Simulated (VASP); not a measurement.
Wanted: the native input for a VASP 6.6.1 run.

| Property | Result |
| --- | --- |
| Task | single point |
| Functional | PBE |
| Potentials or basis | VASP PAW PBE potentials, release 64 (Ga_d, N) |
| Cutoff | 520 eV |
| k mesh | 12 × 12 × 6 |
| Occupations | gaussian, width 0.02 eV |
| Spin | no spin polarisation |
| Dipole correction | no |
| Further INCAR settings | ALGO = Normal; EDIFF = 1e-07; NBANDS = 26 |

The structure of GaN lies in POSCAR:

```
GaN
1.0
    3.2183708151      0.0000000000      0.0000000000
   -1.6091854076      2.7871908846      0.0000000000
    0.0000000000      0.0000000000      5.2431684177
Ga N
2 2
Direct
    0.6666666667      0.3333333333      0.4991348631
    0.3333333333      0.6666666667      0.9991348631
    0.6666666667      0.3333333333      0.8758651369
    0.3333333333      0.6666666667      0.3758651369
```

One way to write it, as run:

INCAR

```
SYSTEM = GaN
PREC     = Accurate       ! precision mode
ENCUT    = 520            ! plane-wave cutoff, eV
EDIFF    = 1E-7           ! SCF threshold, eV
ISMEAR   = 0              ! smearing method
SIGMA    = 0.02           ! smearing width, eV
LREAL    = .FALSE.        ! projectors in reciprocal space
LASPH    = .TRUE.         ! aspherical terms in the spheres
NELM     = 60             ! most SCF steps
ALGO     = Normal         ! electronic algorithm
ISIF     = 2              ! what is computed and relaxed
LWAVE    = .FALSE.        ! write WAVECAR
LCHARG   = .FALSE.        ! write CHGCAR
GGA      = PE             ! functional
NBANDS   = 26             ! bands
```

KPOINTS

```
regular mesh
0
G
  12 12 6
  0 0 0
```

Potentials or basis: VASP PAW PBE potentials, release 64 (Ga_d, N).

Launch:

```sh
$ cat potpaw_PBE.64/Ga_d/POTCAR potpaw_PBE.64/N/POTCAR > POTCAR
$ mpirun -np 1 vasp_std > vasp.out
```

Results of the run:

```yaml
Pressure: 0.1 GPa
Band_gap_on_the_k_mesh: 1.72 eV, direct
```

It took 43 s on 1 thread of Intel(R) Xeon(R) Platinum 8488C (Sapphire Rapids), with other jobs on the host, peak memory 0.2 GiB.
